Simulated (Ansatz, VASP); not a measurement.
# MgS in VASP and in Ansatz

Contents of INCAR:

```
ALGO = Normal ; EDIFF = 1E-7
ENCUT = 520 ; ISIF = 2
ISMEAR = -1 ; LASPH = T
LCHARG = F ; LREAL = F
LWAVE = F ; NBANDS = 11
NELM = 100 ; PREC = Accurate
SIGMA = 0.01
```

KPOINTS

```
k-points
0
Gamma
  8 8 8
```

File POSCAR:

```
MgS
1.0
    0.0000000000      2.5756335000      2.6016500000
    2.5756335000      0.0000000000      2.6016500000
    2.5756335000      2.5756335000      0.0000000000
Mg S
1 1
Direct
    0.0000000000      0.0000000000      0.0000000000
    0.5000000000      0.5000000000      0.5000000000
```

Input for Ansatz:

```yaml
crystal:
  lattice:
    - [0.0, 2.5756335, 2.60165]
    - [2.5756335, 0.0, 2.60165]
    - [2.5756335, 2.5756335, 0.0]
  atoms:
    - { symbol: Mg, position: [0.0, 0.0, 0.0] }
    - { symbol: S, position: [0.5, 0.5, 0.5] }
kpoints:
  mp_grid: { grid: [8, 8, 8] }
  band_path:
    path:
      - [0.0, 0.0, 0.0]
      - [0.0, 0.5, 0.5]
      - [0.25, 0.75, 0.5]
      - [0.0, 0.5, 0.0]
      - [0.0, 0.0, 0.0]
      - [0.5, 0.5, 0.0]
      - [0.3725125, 0.6274875, 0.0]
      - [-0.3725125, 0.3725125, 0.0]
      - [0.0, 0.0, 0.0]
    npoints: 5
scf:
  occupations: { method: fermi_dirac, width: 0.01 }
hamiltonian:
  xc: lda
  pseudopotentials: { kind: all_electron, lapw: { basis_error: 0.00025 } }
output:
  forces: true
  stress: true
  eigenvalues: true
```

Change from the starting cell: equal xx and yy strain of -1 %.

Alike in both runs: task single point; functional LDA; k mesh 8 × 8 × 8; occupations fermi-dirac, width 0.01 eV; no spin polarisation.

|  | VASP | Ansatz |
| --- | --- | --- |
| version | VASP 6.6.1 | Ansatz 0.2.0 |
| potentials or method | VASP PAW LDA potentials, release 64 (Mg, S), cutoff 520 eV | all-electron LAPW, scalar-relativistic |

|  | VASP | Ansatz | Ansatz less VASP |
| --- | --- | --- | --- |
| gap on the k mesh at the Fermi level (eV) | 2.55 | 2.56 | +0.003 |
| pressure (GPa) | -2.4 | -1.8 | +0.61 |
| traceless stress, the component that is largest in VASP (GPa) | -0.70 | -0.70 | -0.002 |

LDA's correlation is that of Perdew and Zunger in VASP and of Perdew and Wang (1992) in Ansatz. Ansatz ran all-electron here, and VASP with PAW potentials.
